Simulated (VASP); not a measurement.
Here is a VASP 6.6.1 calculation.

Contents of INCAR:

```
SYSTEM = ScCd2Si4P8
PREC = Accurate ; ENCUT = 520
EDIFF = 1E-7 ; ISMEAR = -1
SIGMA = 0.05 ; LREAL = Auto
LASPH = .TRUE. ; NELM = 60
ALGO = Normal ; ISIF = 2
LWAVE = .FALSE. ; LCHARG = .FALSE.
GGA = PS ; NELECT = 90.0
NBANDS = 58
```

The input KPOINTS:

```
Automatic mesh
0
Gamma
  2 2 2
  0.5 0.5 0.5
```

Contents of POSCAR:

```
ScCd2Si4P8
1.0
    5.6447280000     -0.0000310000     -0.0000140000
   -0.0000310000      5.6447280000     -0.0000140000
   -0.0000250000     -0.0000250000     10.5006290000
Cd Si P Sc
2 4 8 1
Direct
    0.9998780000      0.0069060000      0.0003020000
    0.5018550000      0.0244230000      0.7654670000
    0.9992900000      0.9939580000      0.5063860000
    0.5247470000      0.9953130000      0.2560990000
    0.4793180000      0.4708670000      0.9981740000
    0.0076010000      0.5070280000      0.7555150000
    0.2904370000      0.2575060000      0.1315630000
    0.1941430000      0.2524760000      0.6252970000
    0.7017040000      0.7533810000      0.1220630000
    0.7307490000      0.2074020000      0.3743370000
    0.2655910000      0.7934140000      0.3726310000
    0.2243920000      0.7333260000      0.8714830000
    0.7809240000      0.7476230000      0.6218590000
    0.7410960000      0.2975200000      0.8718570000
    0.4867130000      0.4939620000      0.5060380000
```

Potentials or basis: VASP PAW PBE potentials, release 64 (Cd, Si, P, Sc_sv).

Run with:

```bash
$ cat potpaw_PBE.64/Cd/POTCAR potpaw_PBE.64/Si/POTCAR potpaw_PBE.64/P/POTCAR potpaw_PBE.64/Sc_sv/POTCAR > POTCAR
$ mpirun -np 1 vasp_std > vasp.out
```

(1) Predict the largest force.

Answers

(1) 2.705 eV/Å.

Caveat: the k points lie up to 0.56 Å⁻¹ apart; the cell carries a net charge on a neutralising background, which shifts energy and pressure; the PAW data sets were made with another functional, which shifts forces and pressure a little.
